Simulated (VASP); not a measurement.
**InGa3As2: single point with PBE**

Crystal: InGa3As2.

```
CELL_PARAMETERS angstrom
2.85247 1.64687 4.72844
-2.85247 1.64687 4.72844
0.00000 -3.29374 4.72844
ATOMIC_POSITIONS crystal
In 0.50000 0.50000 0.50000
Ga 0.00000 0.50000 0.50000
Ga 0.50000 0.00000 0.50000
Ga 0.50000 0.50000 0.00000
As 0.87487 0.87487 0.87487
As 0.12513 0.12513 0.12513
```

```yaml
Program: VASP 6.6.1
Task: single point
Functional: PBE
Potentials_or_basis: VASP PAW PBE potentials, release 64 (In_d, Ga_d, As)
Cutoff: 520 eV
k_mesh: 6 × 6 × 6
Occupations: gaussian, width 0.1 eV
Spin: no spin polarisation
Dipole_correction: no
Further_INCAR_settings: ALGO = Fast; EDIFF = 1e-06; NBANDS = 40
```

| Quantity | Value |
| --- | --- |
| Pressure | -1.5 GPa |
| Largest force | 0.075 eV/Å |
| Band gap on the k mesh | zero (band 31 reaches 5.62 eV, above the bottom of band 32 at 3.48 eV) |

Forces in eV/Å, atoms in the order of the input:
```
In   0.000  0.000  0.000
Ga   0.000  0.000  0.000
Ga   0.000  0.000  0.000
Ga   0.000  0.000  0.000
As   0.000  0.000 -0.075
As   0.000  0.000  0.075
```

Stress tensor (GPa, compression positive):
```
-2.36  0.00  0.00
 0.00 -2.36  0.00
 0.00  0.00  0.34
```

Levels at points of the mesh, in eV from the Fermi level:
```tsv
k point	band 27	band 28	band 29	band 30	band 31	band 32	band 33	band 34	band 35	band 36
(0.00, 0.00, 0.00)	-2.97	-2.97	-2.97	-2.93	-1.64	-1.64	-1.23	0.15	0.15	3.46
(0.50, 0.00, 0.00)	-3.53	-3.44	-2.05	-0.75	0.01	0.23	1.39	1.47	1.49	4.15
(0.50, 0.50, 0.00)	-1.15	-1.14	-0.44	0.16	0.39	0.40	1.21	1.44	2.60	2.68
(0.50, 0.50, 0.50)	-3.38	-3.38	-1.92	-0.71	-0.17	-0.17	1.39	1.39	1.44	4.09
```

Wall time 2.6 min on 1 thread of Intel(R) Xeon(R) 6975P-C (Granite Rapids), with other jobs on the host, peak memory 0.41 GiB.

Caveat: spin-orbit coupling is left out, which moves the levels of the heavy elements.
